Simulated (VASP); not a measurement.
A run of VASP 6.6.1:

Contents of INCAR:

```
SYSTEM = InAs2
PREC = Accurate ; ENCUT = 520
EDIFF = 1E-7 ; ISMEAR = 0
SIGMA = 0.1 ; LREAL = .False.
LASPH = .True. ; NELM = 100
ALGO = Normal ; ISIF = 2
LWAVE = .False. ; LCHARG = .True.
GGA = PE ; LELF = .True.
LVHAR = .True. ; NBANDS = 18
```

KPOINTS

```
regular mesh
0
Gamma
  12 12 12
  0 0 0
```

POSCAR

```
InAs2
1.0
    1.8123078533      1.0463364270      6.7380477731
   -1.8123078533      1.0463364270      6.7380477731
    0.0000000000     -2.0926728539      6.7380477731
In As
1 2
Direct
    0.0000000000      0.0000000000      0.0000000000
    0.7977177402      0.7977177402      0.7977177402
    0.2022822598      0.2022822598      0.2022822598
```

Potentials or basis: VASP PAW PBE potentials, release 64 (In_d, As).

Run with:

```sh
$ cat potpaw_PBE.64/In_d/POTCAR potpaw_PBE.64/As/POTCAR > POTCAR
$ mpirun -np 1 vasp_std > vasp.out
```

Hardware: 1 thread of Intel(R) Xeon(R) 6975P-C (Granite Rapids), with other jobs on the host.

Question: How long does it take, and how much memory?

Answer: Run time: 6.7 min on 1 thread of Intel(R) Xeon(R) 6975P-C (Granite Rapids) (shared host), peak memory 0.56 GiB. Counts: scf iterations 14, k points 189.
